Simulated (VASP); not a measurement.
Here is a VASP 6.6.1 calculation.

Contents of POSCAR:

```
ScB
1.0
    4.8174660000      0.8742530000      0.0831600000
    0.6679000000      4.4582190000      0.0598400000
   -0.6712470000     -0.6882240000      4.9041350000
Sc B
4 4
Direct
    0.4632320000      0.6492310000      0.3184200000
    0.8903930000      0.1998620000      0.6762060000
    0.0937050000      0.2370770000      0.2093840000
    0.8082080000      0.7938000000      0.9935780000
    0.3780840000      0.1071220000      0.6006960000
    0.4338000000      0.2456470000      0.9477330000
    0.5705380000      0.1219170000      0.3288190000
    0.4703330000      0.5823380000      0.7620520000
```

File INCAR.step1:

```
PREC     = Accurate       # precision mode
ENCUT    = 520            # plane-wave cutoff, eV
ISMEAR   = 1              # smearing method
SIGMA    = 0.0496         # smearing width, eV
LREAL    = F              # projectors in reciprocal space
LASPH    = T              # aspherical terms in the spheres
NELM     = 100            # most SCF steps
NBANDS   = 38             # bands
GGA      = PE             # functional
ALGO     = Normal         # electronic algorithm
EDIFF    = 1E-4           # SCF threshold, eV
LWAVE    = T              # write WAVECAR
LCHARG   = F              # write CHGCAR
```

File INCAR.step2:

```
PREC     = Accurate       # precision mode
ENCUT    = 520            # plane-wave cutoff, eV
EDIFF    = 1E-7           # SCF threshold, eV
ISMEAR   = 1              # smearing method
SIGMA    = 0.0496         # smearing width, eV
LREAL    = F              # projectors in reciprocal space
LASPH    = T              # aspherical terms in the spheres
NELM     = 100            # most SCF steps
ALGO     = Normal         # electronic algorithm
ISIF     = 2              # what is computed and relaxed
LWAVE    = F              # write WAVECAR
LCHARG   = T              # write CHGCAR
METAGGA  = R2SCAN         # meta-GGA
LMIXTAU  = T            
LELF     = T              # ELF
LVHAR    = T            
NBANDS   = 38             # bands
ISTART   = 1
```

The input KPOINTS:

```
Automatic mesh
0
Gamma
  4 4 4
```

Potentials or basis: VASP PAW PBE potentials, release 64 (Sc_sv, B).

Command:

```console
$ cat potpaw_PBE.64/Sc_sv/POTCAR potpaw_PBE.64/B/POTCAR > POTCAR
$ cp INCAR.step1 INCAR
$ mpirun -np 1 vasp_std > vasp.out
$ cp INCAR.step2 INCAR
$ mpirun -np 1 vasp_std > vasp.out
```

Task: Estimate the band gap on the k mesh.

Result: Zero (bands 28 and 29 overlap by 0.29 eV).

Task: What does it give for the largest force?

Result: 3.314 eV/Å.

Task: Estimate the pressure.

Result: 19.8 GPa.

Forces in eV/Å, atoms in the order of the input:
```
Sc  -0.312 -0.273 -1.075
Sc   0.859 -1.745 -0.225
Sc  -1.498 -0.500  0.518
Sc   1.203 -0.099 -1.109
B    1.965  1.563  2.146
B   -0.021  2.107 -0.706
B    0.518 -0.258 -1.277
B   -2.713 -0.796  1.729
```

Caveat: the k points lie up to 0.37 Å⁻¹ apart; the PAW data sets were made with another functional, which shifts forces and pressure a little.
